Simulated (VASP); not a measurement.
Ni:

```
Ni
1.0
     0.00000    1.73757    1.66807
     1.73757    0.00000    1.66807
     1.73757    1.73757    0.00000
Ni
1
Direct
  0.00000 0.00000 0.00000
```

Base run:

- Program: VASP 6.6.1
- Functional: PBEsol
- Potentials or basis: VASP PAW PBE potentials, release 64 (Ni)
- Cutoff: 520 eV
- k mesh: 11 × 11 × 11
- Occupations: fermi-dirac, width 0.05 eV
- Spin: collinear spin, ferromagnetic start
- Starting moments: [1.0] μB

Its results: pressure 7.2 GPa; net moment 0.57 μB per cell; site moments Ni +0.57 μB.

Question: The run is repeated on the same cell with these changes: potentials or basis from VASP PAW PBE potentials, release 64 (Ni) to VASP PAW PBE potentials, release 64 (Ni_sv_GW); cutoff from 520 eV to 590 eV; further incar settings from ALGO = Normal; EDIFF = 1e-06; NBANDS = 15 to ALGO = Normal; EDIFF = 1e-06; NBANDS = 19; valence electrons from 10 to 18. What comes out?

Answer: Pressure 3.1 GPa; net moment 0.57 μB per cell; site moments Ni +0.61 μB.

Caveats: the PAW data sets were made with another functional, which shifts forces and pressure a little.
